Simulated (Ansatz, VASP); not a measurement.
# One calculation of TiCo2, two programs

INCAR

```
SYSTEM = TiCo2
  ALGO = Fast
  EDIFF = 1E-6
  EDIFFG = -0.01
  ENCUT = 600
  GGA = PS
  IBRION = 2
  ISIF = 3
  ISMEAR = 0
  LASPH = .True.
  LCHARG = .False.
  LREAL = .False.
  LWAVE = .False.
  NELM = 60
  NSW = 80
  PREC = Accurate
  SIGMA = 0.1
```

KPOINTS

```
k-points
0
Gamma
  10 10 10
  0 0 0
```

File POSCAR:

```
TiCo2
1.0
    0.0000000000      3.3520000000      3.3520000000
    3.3520000000      0.0000000000      3.3520000000
    3.3520000000      3.3520000000      0.0000000000
Ti Co
2 4
Direct
    0.5000000000      0.5000000000      0.5000000000
    0.7500000000      0.7500000000      0.7500000000
    0.1250000000      0.1250000000      0.1250000000
    0.6250000000      0.1250000000      0.1250000000
    0.1250000000      0.1250000000      0.6250000000
    0.1250000000      0.6250000000      0.1250000000
```

Input for Ansatz:

```yaml
crystal:
  lattice:
    - [0.0, 3.352, 3.352]
    - [3.352, 0.0, 3.352]
    - [3.352, 3.352, 0.0]
  atoms:
    - { symbol: Ti, position: [0.5, 0.5, 0.5] }
    - { symbol: Ti, position: [0.75, 0.75, 0.75] }
    - { symbol: Co, position: [0.125, 0.125, 0.125] }
    - { symbol: Co, position: [0.625, 0.125, 0.125] }
    - { symbol: Co, position: [0.125, 0.125, 0.625] }
    - { symbol: Co, position: [0.125, 0.625, 0.125] }
basis:
  ecutwfc: 420
kpoints:
  mp_grid: { grid: [10, 10, 10] }
hamiltonian:
  xc: pbesol
scf:
  occupations: { method: gaussian, width: 0.1 }
  lower_state_search: "off"
output:
  forces: true
  stress: true
  eigenvalues: true
relax:
  adjacent_minimum: "off"
  f_tol: 0.01
  max_steps: 60
  cell: { stress_tol: 0.05 }
```

Alike in both runs: task relaxation of cell and atoms; functional PBEsol; k mesh 10 × 10 × 10; occupations gaussian, width 0.1 eV; no spin polarisation.

|  | VASP | Ansatz |
| --- | --- | --- |
| version | VASP 6.6.1 | Ansatz 0.2.0 |
| potentials or method | VASP PAW PBE potentials, release 64 (Ti_sv, Co), cutoff 600 eV | scalar-relativistic, plane waves, PAW |
| valence electrons in the cell | 60 | 92 |

|  | VASP | Ansatz | Ansatz less VASP |
| --- | --- | --- | --- |
| gap on the k mesh at the Fermi level, each at its own relaxed structure (eV) | none | none | - |
| relaxed volume (Å³/atom) | 11.68 | 11.73 | +0.045 |
| relaxed cell length with the largest relative difference (Å) | 4.628 | 4.634 | +0.0059 |

VASP's potentials were made for PBE, not for PBEsol. A gap of «none» marks a metal or a gap that the smearing closes. VASP's potentials hold 60 valence electrons a cell and Ansatz's 92, so a difference there can come from the potentials and not from the codes.
